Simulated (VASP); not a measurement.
Wanted: the native input for a VASP 6.6.1 run.

| Quantity | Value |
| --- | --- |
| Task | G0W0 quasiparticle levels |
| Functional | PBE |
| Potentials or basis | VASP PAW PBE potentials, release 64 (Ba_sv_GW, S_GW) |
| Cutoff | 500 eV |
| k mesh | 4 × 4 × 4 |
| Occupations | gaussian, width 0.01 eV |
| Spin | no spin polarisation |
| Dipole correction | no |
| GW scheme | G0W0 |
| GW iterations | 1 |
| Cutoff of the response function | 120 |
| Frequency points | 96 |
| Empty bands | 197 |
| Further INCAR settings | ALGO = EVGW0; EDIFF = 1e-08; NBANDS = 205 |

Crystal: BaS.

```
Ba S
1.0
     0.00000    3.21191    3.21191
     3.21191    0.00000    3.21191
     3.21191    3.21191    0.00000
Ba S
1 1
Direct
  0.00000 0.00000 0.00000
  0.50000 0.50000 0.50000
```

These files were run (other wordings do the same):

POSCAR

```
BaS
1.0
    0.0000000000      3.2119099333      3.2119099333
    3.2119099333      0.0000000000      3.2119099333
    3.2119099333      3.2119099333      0.0000000000
Ba S
1 1
Direct
    0.0000000000      0.0000000000      0.0000000000
    0.5000000000      0.5000000000      0.5000000000
```

INCAR.step1

```
ALGO = Normal
EDIFF = 1E-8
ENCUT = 500
GGA = PE
ISMEAR = 0
LASPH = T
LCHARG = F
LREAL = F
LWAVE = T
NELM = 80
PREC = Accurate
SIGMA = 0.01
```

INCAR.step2

```
ALGO = Exact
EDIFF = 1E-8
ENCUT = 500
GGA = PE
ISMEAR = 0
ISTART = 1
LASPH = T
LCHARG = F
LOPTICS = T
LREAL = F
LWAVE = T
NBANDS = 205
NELM = 1
PREC = Accurate
SIGMA = 0.01
```

INCAR.step3

```
ALGO = EVGW0
EDIFF = 1E-8
ENCUT = 500
ENCUTGW = 120.0
GGA = PE
ISMEAR = 0
ISTART = 1
LASPH = T
LCHARG = F
LREAL = F
LWAVE = F
NBANDS = 205
NBANDSGW = 16
NELMGW = 1
NOMEGA = 96
OMEGAMAX = 20
PREC = Accurate
PRECFOCK = Fast
SIGMA = 0.01
```

KPOINTS

```
k-points
0
Gamma
  4 4 4
```

Potentials or basis: VASP PAW PBE potentials, release 64 (Ba_sv_GW, S_GW).

The run is started by

```sh
$ cat potpaw_PBE.64/Ba_sv_GW/POTCAR potpaw_PBE.64/S_GW/POTCAR > POTCAR
$ cp INCAR.step1 INCAR
$ mpirun -np 1 vasp_std > vasp.out
$ cp INCAR.step2 INCAR
$ mpirun -np 1 vasp_std > vasp.out
$ cp INCAR.step3 INCAR
$ mpirun -np 1 vasp_std > vasp.out
```

Results of the run:

```json
{"Quasiparticle gap": "3.43 eV", "Least direct quasiparticle gap": "3.58 eV", "Band gap of the starting levels on the mesh": "2.23 eV", "Least direct gap of the starting levels on the mesh": "2.34 eV"}
```

Caveat: the k points lie up to 0.42 Å⁻¹ apart; bands, screening cutoff and mesh are small and nothing is extrapolated, so the quasiparticle values aren't converged; spin-orbit coupling is left out, which moves the levels of the heavy elements.

Wall time 5.1 min on 1 thread of Intel(R) Xeon(R) Platinum 8559C (Emerald Rapids) (shared host), peak memory 0.86 GiB.
